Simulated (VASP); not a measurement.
# MgO (P1) in VASP: single point with PBE

Aim: the single point of MgO with PBE.

All numbers are computed with VASP 6.6.1; they aren't measurements. Logs are shortened: lines on timing, memory, paths and dates and some standing lists are left out, and cuts for length are marked.

### Step 1. The cell of the first run

The typed cell holds 16 atoms: a = 5.981 Å, b = 5.981 Å, c = 6.616 Å, α = 106.05°, β = 106.05°, γ = 112.85°.

### Step 2. Single point, PBE (dynamics (nvt langevin) at 200 K, volume x 1.0, from the last frame before)

INCAR reads:

```
ALGO     = Normal         # electronic algorithm
EDIFF    = 1E-6           # SCF threshold, eV
ENCUT    = 520            # plane-wave cutoff, eV
GGA      = PE             # functional
ISIF     = 2              # what is computed and relaxed
ISMEAR   = -1             # smearing method
LASPH    = T              # aspherical terms in the spheres
LCHARG   = T              # write CHGCAR
LELF     = T              # ELF
LREAL    = Auto         
LVHAR    = T            
LWAVE    = F              # write WAVECAR
NBANDS   = 46             # bands
NELM     = 60             # most SCF steps
PREC     = Accurate       # precision mode
SIGMA    = 0.02           # smearing width, eV
```

KPOINTS reads:

```
Automatic mesh
0
Gamma
  2 2 2
  0.5 0.5 0.5
```

POSCAR reads:

```
MgO
1.0
    3.3077869865      0.0000000000     -4.9828816700
    3.3077869865      0.0000000000      4.9828816700
   -3.3077869864     -5.7292551212      0.0000000000
Mg O
8 8
Direct
    0.8270875764      0.8298295641      0.1529324461
    0.3429905234      0.3543993835      0.1800542964
    0.8418209565      0.8335283655      0.6671474597
    0.3269655581      0.3397360801      0.6656114834
    0.9203405951      0.4159015643      0.3237546524
    0.4066689360      0.9298671921      0.3322253870
    0.9042157149      0.4157242834      0.8237641544
    0.4257142868      0.9273035609      0.8446719334
    0.6414565886      0.0441313464      0.1754399095
    0.1436074708      0.5469955368      0.1554285821
    0.6346310597      0.0320628674      0.6659544599
    0.1277055302      0.5454170349      0.6656511046
    0.7314287765      0.6140149909      0.3242250451
    0.2037319435      0.1208552012      0.3202721752
    0.6983416940      0.6127167428      0.8227401120
    0.2255548960      0.1333799197      0.8429774723
```

Potentials or basis: VASP PAW PBE potentials, release 64 (Mg, O).

Launch:

```sh
> cat potpaw_PBE.64/Mg/POTCAR potpaw_PBE.64/O/POTCAR > POTCAR
> mpirun -np 1 vasp_std > vasp.out
```

OUTCAR:

```text
EDIFF = 1E-6
   ENCUT = 520
   GGA = PE
   ISIF = 2
   ISMEAR = -1
   LASPH = T
   LREAL = Auto
   NELM = 60
   PREC = Accurate

 ion  position               nearest neighbor table
   1  0.827  0.830  0.153-  15 1.94  14 1.96  13 1.97   9 2.00   8 3.05   6 3.08   7 3.09   5 3.13
                             5 3.16   6 3.24   3 3.25   4 3.25   2 3.27   2 3.36   4 3.37   3 3.37
   2  0.343  0.354  0.180-  14 1.94  10 1.96  13 1.97  16 2.00   5 3.05   6 3.09   6 3.14   5 3.16
                             8 3.19   7 3.22   3 3.23   4 3.26   1 3.27   4 3.35   1 3.36   3 3.39
   3  0.842  0.834  0.667-  15 1.97  16 2.00  11 2.02  13 2.04   7 3.07   8 3.12   5 3.16   7 3.18
                             8 3.20   2 3.23   1 3.25   6 3.27   4 3.29   4 3.33   1 3.37   2 3.39
   4  0.327  0.340  0.666-  15 1.91  16 1.97  12 2.02  14 2.04   6 3.10   5 3.10   7 3.12   7 3.13
                             8 3.13   8 3.19   1 3.25   2 3.26   3 3.29   3 3.33   2 3.35   1 3.37
   5  0.920  0.416  0.324-   9 1.92  13 1.93  12 2.00  10 2.03   2 3.05   4 3.10   1 3.13   2 3.16
                             3 3.16   1 3.16   8 3.21   7 3.28   6 3.28   7 3.34   6 3.34   8 3.41
   6  0.407  0.930  0.332-  10 1.95  14 1.96   9 1.99  11 2.01   1 3.08   2 3.09   4 3.10   2 3.14
                             1 3.24   7 3.25   8 3.25   3 3.27   5 3.28   5 3.34   7 3.36   8 3.36
   7  0.904  0.416  0.824-  11 1.96  12 1.97  10 1.98  15 2.01   3 3.07   1 3.09   4 3.12   4 3.13
                             3 3.18   2 3.22   6 3.25   8 3.27   5 3.28   5 3.34   8 3.35   6 3.36
   8  0.426  0.927  0.845-   9 1.96  11 1.99  12 1.99  16 2.02   1 3.05   3 3.12   4 3.13   2 3.19
                             4 3.19   3 3.20   5 3.21   6 3.25   7 3.27   7 3.35   6 3.36   5 3.41
   9  0.641  0.044  0.175-   5 1.92   8 1.96   6 1.99   1 2.00
  10  0.144  0.547  0.155-   6 1.95   2 1.96   7 1.98   5 2.03
  11  0.635  0.032  0.666-   7 1.96   8 1.99   6 2.01   3 2.02
  12  0.128  0.545  0.666-   7 1.97   8 1.99   5 2.00   4 2.02
  13  0.731  0.614  0.324-   5 1.93   1 1.97   2 1.97   3 2.04
  14  0.204  0.121  0.320-   2 1.94   1 1.96   6 1.96   4 2.04
  15  0.698  0.613  0.823-   4 1.91   1 1.94   3 1.97   7 2.01
  16  0.226  0.133  0.843-   4 1.97   2 2.00   3 2.00   8 2.02

  LATTYP: Found a face centered orthorhombic cell.
 ALAT       =     6.6155739730
 B/A-ratio  =     1.5064094787
 C/A-ratio  =     1.7320508076

  Lattice vectors:

 A1 = (   0.0000000001,  -5.7292551212,   4.9828816700)
 A2 = (   3.3077869866,  -5.7292551212,   0.0000000000)
 A3 = (   3.3077869865,   0.0000000000,   4.9828816700)

Analysis of symmetry for initial positions (statically):
=====================================================================
 Subroutine PRICEL returns:
 Original cell was already a primitive cell.

 Routine SETGRP: Setting up the symmetry group for a
 face centered orthorhombic supercell.

 Subroutine GETGRP returns: Found  1 space group operations
 (whereof  1 operations were pure point group operations)
 out of a pool of  8 trial point group operations.

The static configuration has the point symmetry C_1 .

Analysis of symmetry for dynamics (positions and initial velocities):
=====================================================================
 Subroutine PRICEL returns:
 Original cell was already a primitive cell.

 Routine SETGRP: Setting up the symmetry group for a
 face centered orthorhombic supercell.

 Subroutine GETGRP returns: Found  1 space group operations
 (whereof  1 operations were pure point group operations)
 out of a pool of  8 trial point group operations.

The dynamic configuration has the point symmetry C_1 .

 Subroutine INISYM returns: Found  1 space group operations
 (whereof  1 operations are pure point group operations),
 and found     1 'primitive' translations

----------------------------------------------------------------------------------------

                                     Primitive cell

  volume of cell :     188.8627

  direct lattice vectors                    reciprocal lattice vectors
     3.307786987  0.000000000 -4.982881670     0.151158464 -0.087271380 -0.100343543
     3.307786987  0.000000000  4.982881670     0.151158464 -0.087271380  0.100343543
    -3.307786986 -5.729255121  0.000000000     0.000000000 -0.174542760  0.000000000

  length of vectors
     5.980849813  5.980849813  6.615573973     0.201330578  0.201330578  0.174542760

  position of ions in fractional coordinates (direct lattice)
     0.827087576  0.829829564  0.152932446
     0.342990523  0.354399384  0.180054296
     0.841820957  0.833528366  0.667147460
     0.326965558  0.339736080  0.665611483
     0.920340595  0.415901564  0.323754652
     0.406668936  0.929867192  0.332225387
[... 8 lines left out ...]
     0.698341694  0.612716743  0.822740112
     0.225554896  0.133379920  0.842977472

  ion indices of the primitive-cell ions
   primitive index   ion index
                 1           1
                 2           2
                 3           3
                 4           4
                 5           5
                 6           6
[... 8 lines left out ...]
                15          15
                16          16

----------------------------------------------------------------------------------------

 KPOINTS: Automatic mesh

Automatic generation of k-mesh.
 Grid dimensions read from file:
 generate k-points for:    2    2    2

 Generating k-lattice:

  Cartesian coordinates                     Fractional coordinates (reciprocal lattice)
     0.075579232 -0.043635690 -0.050171771     0.500000000 -0.000000000  0.000000000
     0.075579232 -0.043635690  0.050171771    -0.000000000  0.500000000  0.000000000
     0.000000000 -0.087271380  0.000000000     0.000000000  0.000000000  0.500000000

  Length of vectors
     0.100665289  0.100665289  0.087271380

  Shift w.r.t. Gamma in fractional coordinates (k-lattice)
     0.500000000  0.500000000  0.500000000

 Subroutine IBZKPT returns following result:
 ===========================================

 Found      4 irreducible k-points:

 Following reciprocal coordinates:
            Coordinates               Weight
  0.250000  0.250000  0.250000      2.000000
 -0.250000  0.250000  0.250000      2.000000
 -0.250000  0.250000 -0.250000      2.000000
 -0.250000 -0.250000  0.250000      2.000000
   k-points           NKPTS =      4   k-points in BZ     NKDIM =      4   number of bands    NBANDS=     46
   number of dos      NEDOS =    301   number of ions     NIONS =     16
   total plane-waves  NPLWV = 115200
   dimension x,y,z NGX =    48 NGY =   48 NGZ =   50
   dimension x,y,z NGXF=    96 NGYF=   96 NGZF=  100
   ions per type =               8   8
   NGX,Y,Z   is equivalent  to a cutoff of  13.34, 13.34, 12.56 a.u.
   NGXF,Y,Z  is equivalent  to a cutoff of  26.68, 26.68, 25.13 a.u.
 SYSTEM =  unknown system
   PREC   = accura    normal or accurate (medium, high low for compatibility)
   ISTART =      0    job   : 0-new  1-cont  2-samecut
   ICHARG =      2    charge: 1-file 2-atom 10-const
   ISPIN  =      1    spin polarized calculation?
   LNONCOLLINEAR =      F non collinear calculations
   LSORBIT =      F    spin-orbit coupling
   LASPH  =      T    aspherical Exc in radial PAW
   ENCUT  =  520.0 eV  38.22 Ry    6.18 a.u.  11.12 11.12 12.30*2*pi/ulx,y,z
   NELM   =     60;   NELMIN=  2; NELMDL= -5     # of ELM steps
   EDIFF  = 0.1E-05   stopping-criterion for ELM
   LREAL  =      T    real-space projection
   EDIFFG = 0.1E-04   stopping-criterion for IOM
   NSW    =      0    number of steps for IOM
   IBRION =     -1    ionic relax: 0-MD 1-quasi-New 2-CG
   NFREE  =      0    steps in history (QN), initial steepest desc. (CG)
   ISIF   =      2    stress and relaxation
   ISYM   =      2    0-nonsym 1-usesym 2-fastsym
   POTIM  = 0.5000    time-step for ionic-motion
   TEBEG  =    0.0;   TEEND  =   0.0 temperature during run
   PSTRESS=    0.0 pullay stress
   NELECT =      64.0000    total number of electrons
   NUPDOWN=      -1.0000    fix difference up-down
   EMIN   =  10.00;   EMAX   =-10.00  energy-range for DOS
   EFERMI =   0.00;   METHOD = LEGACY
   ISMEAR =    -1;   SIGMA  =   0.02  broadening in eV -4-tet -1-fermi 0-gaus
   EFERMI_NEDOS =   21; number of points for ismear=-14 and -15
   IALGO  =     38    algorithm
   IMIX   =      4    mixing-type and parameters
     AMIX     =   0.40;   BMIX     =  1.00
     AMIX_MAG =   1.60;   BMIX_MAG =  1.00
  volume/ion in A,a.u.               =      11.80        79.66
  Fermi-wavevector in a.u.,A,eV,Ry     =   1.141351  2.156842 17.724080  1.302683
  Thomas-Fermi vector in A             =   2.278052
   LORBIT       =      0    0 simple, 1 ext, 2 COOP (PROOUT), +10 PAW based schemes
   GGA     = PE    functional components
   LHFCALC =     F    Hartree Fock is set to
   AEXX    =    0.0000 exact exchange contribution
   IVDW    =     0    specifies the selected vdW correction
   LEPSILON=     F    determine dielectric tensor
   LRPA    =     F    only Hartree local field effects (RPA)
 non-spin polarized calculation
  energy-cutoff  :      520.00
  volume of cell :      188.86
 maximum number of plane-waves:      5102
 NGX is ok and might be reduce to    48
   NGX = 23   NGY = 23   NGZ = 25

 number of electron      63.9999999 magnetization

 Free energy of the ion-electron system (eV)
  ---------------------------------------------------
  ext. energy  EPLUGINS =         0.00000000
  ---------------------------------------------------
  free energy    TOTEN  =       -93.81604920 eV

  energy without entropy =      -93.81604920  energy(sigma->0) =      -93.81604920

 E-fermi :   1.5080     XC(G=0):  -9.7468

 val. band max:        1.0218041293   @ k =  -0.2500  -0.2500   0.2500
 cond. band min:       5.9802067330   @ k =  -0.2500   0.2500  -0.2500
 fundamental gap:      4.9584026038
 Fermi energy:         1.5079556063

 k-point     1 :       0.2500    0.2500    0.2500
  band No.  band energies     occupation
      1     -14.8173      2.00000
      2     -14.7356      2.00000
      3     -14.5439      2.00000
      4     -14.5210      2.00000
      5     -14.3589      2.00000
      6     -14.2477      2.00000
[... 177 lines left out ...]
     43      11.6334      0.00000
     44      12.0631      0.00000
 [bands above 44 left out]

------------------------ aborting loop because EDIFF is reached ----------------------------------------

  FORCE on cell =-STRESS in cart. coord.  units (eV):
  Direction    XX          YY          ZZ          XY          YZ          ZX
  --------------------------------------------------------------------------------------
  -------------------------------------------------------------------------------------
  Total        4.6928659      1.9438183      4.3308360     -1.0280217      0.4473940      0.4015878
  in kB       39.8109428     16.4899741     36.7397377     -8.7210060      3.7953729      3.4067858
  external PRESSURE =      31.0135515 kB  Pullay stress =       0.0000000 kB

 VOLUME and BASIS-vectors are now :
 -----------------------------------------------------------------------------
  energy-cutoff  :      520.00
  volume of cell :      188.86
      direct lattice vectors                 reciprocal lattice vectors
     3.307786987  0.000000000 -4.982881670     0.151158464 -0.087271380 -0.100343543
     3.307786987  0.000000000  4.982881670     0.151158464 -0.087271380  0.100343543
    -3.307786986 -5.729255121  0.000000000     0.000000000 -0.174542760  0.000000000

 POSITION                                       TOTAL-FORCE (eV/Angst)
 -----------------------------------------------------------------------------------
      4.97486     -0.87619      0.01366        -0.223111     -0.516346      0.196297
      1.71124     -1.03158      0.05685         0.404978      0.819289     -0.207457
      3.33492     -3.82226     -0.04132         0.374302      0.342538      0.099363
      0.00361     -3.81346      0.06363        -0.588856      0.314254      0.324764
      3.34909     -1.85487     -2.51356         0.490732     -0.360908     -0.222252
      3.32205     -1.90340      2.60704         0.278902     -0.176245     -0.559379
[... 8 lines left out ...]
      1.61525     -4.71369     -0.42666         0.575767     -0.031650     -0.383354
     -1.60111     -4.82963     -0.45930        -0.270527      0.257713     -0.242220
 -----------------------------------------------------------------------------------
    total drift:                               -0.005809      0.004234      0.002565

  FREE ENERGIE OF THE ION-ELECTRON SYSTEM (eV)
  ---------------------------------------------------
  free  energy   TOTEN  =       -93.8160492042 eV

  energy  without entropy=      -93.8160492042  energy(sigma->0) =      -93.81604920
```

Wall time 37 s (1 thread of Intel Xeon 6975P-C (Granite Rapids), shared host); peak memory 0.32 GiB.

What came out:

```yaml
Free_energy: -93.8160 eV
Pressure: 3.1 GPa
Largest_force: 0.949 eV/Å
Band_gap_on_the_k_mesh: 4.96 eV
```

Forces in eV/Å, atoms in the order of the input:
```
Mg  -0.223 -0.516  0.196
Mg   0.405  0.819 -0.207
Mg   0.374  0.343  0.099
Mg  -0.589  0.314  0.325
Mg   0.491 -0.361 -0.222
Mg   0.279 -0.176 -0.559
Mg   0.241 -0.161 -0.288
Mg  -0.060  0.467  0.281
O   -0.432  0.306 -0.141
O   -0.609 -0.292  0.351
O   -0.118  0.231  0.123
O    0.066  0.070 -0.170
O   -0.135 -0.506  0.791
O    0.004 -0.763  0.048
O    0.576 -0.032 -0.383
O   -0.271  0.258 -0.242
```

Levels at points of the mesh, in eV from the valence-band top:
| k point | band 30 | band 31 | band 32 | band 33 | band 34 | band 35 |
| --- | --- | --- | --- | --- | --- | --- |
| (0.25, 0.25, 0.25) | -0.28 | -0.20 | -0.13 | 6.53 | 6.70 | 6.84 |

Caveat: the k points lie up to 0.63 Å⁻¹ apart.
